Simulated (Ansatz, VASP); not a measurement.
One calculation of LiNbO3, two programs

```
CELL_PARAMETERS angstrom
2.57939 1.48921 5.03135
-2.57939 1.48921 5.03135
0.00000 -2.97842 5.03135
ATOMIC_POSITIONS crystal
Li 0.28159 0.28159 0.28159
Li 0.78159 0.78159 0.78159
Nb 0.00049 0.00049 0.00049
Nb 0.50049 0.50049 0.50049
O 0.11046 0.35803 0.72110
O 0.72110 0.11046 0.35803
O 0.35803 0.72110 0.11046
O 0.22110 0.85803 0.61046
O 0.85803 0.61046 0.22110
O 0.61046 0.22110 0.85803
```

Alike in both runs: task single point; functional PBE; k mesh 6 × 6 × 6; occupations gaussian, width 0.05 eV; no spin polarisation.

|  | VASP | Ansatz |
| --- | --- | --- |
| version | VASP 6.6.1 | Ansatz 0.2.0 |
| potentials or method | VASP PAW PBE potentials, release 64 (Li_sv, Nb_sv, O), cutoff 520 eV | scalar-relativistic, plane waves, PAW |
| valence electrons in the cell | 68 | 68 |

Ansatz gave:

* gap on the k mesh at the Fermi level (eV): 3.24
* least direct gap on the mesh (eV): 3.25
* rms of the force components (eV/Å): 0.341

Q: Which values does VASP return?

A: gap on the k mesh at the Fermi level (eV): 3.23; least direct gap on the mesh (eV): 3.24; rms of the force components (eV/Å): 0.334.

Atom by atom the forces differ by 0.009 eV/Å (rms over components).

Noted on VASP's run: the cutoff is under 1.25 times that of the potentials, so the pressure is a little rough.
